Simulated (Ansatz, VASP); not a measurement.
# AlFe: VASP beside Ansatz

```xyz
2
Lattice="2.8506 0.0000 0.0000 0.0000 2.8506 0.0000 0.0000 0.0000 2.8506" Properties=species:S:1:pos:R:3 pbc="T T T"
Fe    1.4253    1.4253    1.4253
Al    0.0000    0.0000    0.0000
```

Alike in both runs: task single point; functional LDA; k mesh 9 × 9 × 9; occupations fermi-dirac, width 0.05 eV; collinear spin.

|  | VASP | Ansatz |
| --- | --- | --- |
| version | VASP 6.6.1 | Ansatz 0.2.0 |
| potentials or method | VASP PAW LDA potentials, release 64 (Fe, Al) | Ansatz PAW |
| plane-wave cutoff (eV) | 520 | 420 |
| valence electrons in the cell | 11 | 19 |

|  | VASP | Ansatz | Ansatz less VASP |
| --- | --- | --- | --- |
| gap on the k mesh at the Fermi level (eV) | none | none | - |
| pressure (GPa) | -7.0 | -7.3 | -0.26 |
| net moment per atom (μB) | 0.24 | 0.27 | +0.030 |
| size of the moment on the site where the two differ most (μB) | 0.50 | 0.56 | +0.060 |

LDA's correlation is that of Perdew and Zunger in VASP and of Perdew and Wang (1992) in Ansatz. Site moments also hang on the region over which each program counts them. A gap of «none» marks a metal or a gap that the smearing closes. VASP's potentials hold 11 valence electrons a cell and Ansatz's 19, so a difference there can come from the potentials and not from the codes.
